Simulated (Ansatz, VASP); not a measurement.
## Te in VASP and in Ansatz

```
Te
1.0
     4.06103    0.00000    0.00000
    -2.03051    3.51695    0.00000
     0.00000    0.00000    8.76991
Te
2
Cartesian
  0.0000 2.3446 4.4481
  2.0305 1.1723 4.3218
```

Alike in both runs: task relaxation of cell and atoms; functional PBE; k mesh 6 × 6 × 2; occupations gaussian, width 0.1 eV; no spin polarisation.

|  | VASP | Ansatz |
| --- | --- | --- |
| version | VASP 6.6.1 | Ansatz 0.2.0 |
| potentials or method | VASP PAW PBE potentials, release 64 (Te), cutoff 600 eV | scalar-relativistic, plane waves, PAW |
| valence electrons in the cell | 12 | 32 |

Ansatz gave:

```
gap on the k mesh at the Fermi level, each at its own relaxed structure (eV) : none
relaxed volume (Å³/atom)                                                     : 68.27
relaxed cell length with the largest relative difference (Å)                 : 6.530
```

Q: What did VASP give for the same quantities?

A: gap on the k mesh at the Fermi level, each at its own relaxed structure (eV): none; relaxed volume (Å³/atom): 94.84; relaxed cell length with the largest relative difference (Å): 9.003.

A gap of «none» marks a metal or a gap that the smearing closes. One of these differences is far larger than is usual between the two programs; its cause wasn't traced. VASP's potentials hold 12 valence electrons a cell and Ansatz's 32, so a difference there can come from the potentials and not from the codes.

Neither program's run includes spin-orbit coupling. Noted on VASP's run: the volume moved by over 15 % at a fixed basis, so the end points are rough.
